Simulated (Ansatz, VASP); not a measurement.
This is a calculation of Au for VASP 6.6.1.

The input INCAR:

```
SYSTEM = Au
ALGO     = Normal         ! electronic algorithm
EDIFF    = 1E-6           ! SCF threshold, eV
ENCUT    = 520            ! plane-wave cutoff, eV
GGA      = PS             ! functional
ISIF     = 2              ! what is computed and relaxed
ISMEAR   = -1             ! smearing method
LASPH    = .True.         ! aspherical terms in the spheres
LCHARG   = .False.        ! write CHGCAR
LREAL    = .False.        ! projectors in reciprocal space
LWAVE    = .False.        ! write WAVECAR
NBANDS   = 18             ! bands
NELM     = 60             ! most SCF steps
PREC     = Accurate       ! precision mode
SIGMA    = 0.05           ! smearing width, eV
```

Contents of KPOINTS:

```
k-points
0
Gamma
  11 11 6
  0 0 0
```

Contents of POSCAR:

```
Au
1.0
    2.8805363263      0.0000000000      0.0000000000
   -1.4402681631      2.4946176351      0.0000000000
    0.0000000000      0.0000000000      4.8472473353
Au
2
Direct
    0.6666666667      0.3333333333      0.2500000000
    0.3333333333      0.6666666667      0.7500000000
```

Potentials or basis: VASP PAW PBE potentials, release 64 (Au).

Command:

```console
$ cat potpaw_PBE.64/Au/POTCAR > POTCAR
$ mpirun -np 1 vasp_std > vasp.out
```

Question: Translate it to Ansatz 0.2.0. Potentials there: all-electron LAPW, scalar-relativistic.

Answer: As run (the cutoff follows the program's own potentials):

Contents of input.yaml:

```yaml
crystal:
  lattice:
    - [2.8805363263, 0.0, 0.0]
    - [-1.4402681631, 2.4946176351, 0.0]
    - [0.0, 0.0, 4.8472473353]
  atoms:
    - { symbol: Au, position: [0.6666666667, 0.3333333333, 0.25] }
    - { symbol: Au, position: [0.3333333333, 0.6666666667, 0.75] }
kpoints:
  mp_grid: { grid: [11, 11, 6] }
scf:
  occupations: { method: fermi_dirac, width: 0.05 }
hamiltonian:
  xc: pbesol
  pseudopotentials: { kind: all_electron, lapw: { basis_error: 0.001 } }
output:
  forces: true
  stress: true
  eigenvalues: true
```

Potentials or basis: all-electron LAPW, scalar-relativistic.

Command:

```sh
$ ansatz run input.yaml --threads 1 --pin off --max-ram 3072MiB --backend cpu --events-out ev --progress --plain --runs-dir out
```

Both were run:

|  | VASP | Ansatz | Ansatz less VASP |
| --- | --- | --- | --- |
| gap on the k mesh at the Fermi level (eV) | none | none | - |
| pressure (GPa) | -3.8 | -3.6 | +0.24 |
| traceless stress, the component that is largest in VASP (GPa) | -0.53 | -0.53 | -0.001 |

VASP's potentials were made for PBE, not for PBEsol. A gap of «none» marks a metal or a gap that the smearing closes. Ansatz ran all-electron here, and VASP with PAW potentials.

Spin-orbit coupling is off throughout.
